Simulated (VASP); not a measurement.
Runs of VASP 6.6.1 on AgBr. The structure is cubic, space group Fm-3m (No. 225). Conventional cell: a = 5.740 Å, b = 5.740 Å, c = 5.740 Å, α = 90.00°, β = 90.00°, γ = 90.00°. Within 3.8 Å of Ag (site symmetry m-3m) lie 6 Br at 2.87 Å. Br (site symmetry m-3m) has 6 Ag at 2.87 Å within 3.8 Å. 

| k mesh | gap on the mesh (eV) | pressure (GPa) |
| --- | --- | --- |
| 6 × 6 × 6 | 0.67 | 2.3 |
| 4 × 4 × 4 | 0.67 | 2.6 |
| 2 × 2 × 2 | (a) | 9.1 |
| 8 × 8 × 8 | 0.67 | 2.3 |

Alike in all rows: task single point; level PBE; potentials or basis VASP PAW PBE potentials, release 64 (Ag, Br); no spin polarisation; cell as given; cutoff (eV) 500; smearing gaussian 0.01 eV.

Problem. Estimate the missing entries.

Solution. (a) 0.56.

Caveats: some runs use coarse meshes.

A k mesh can miss the band edges, and the runs leave out spin-orbit coupling on Ag, Br.
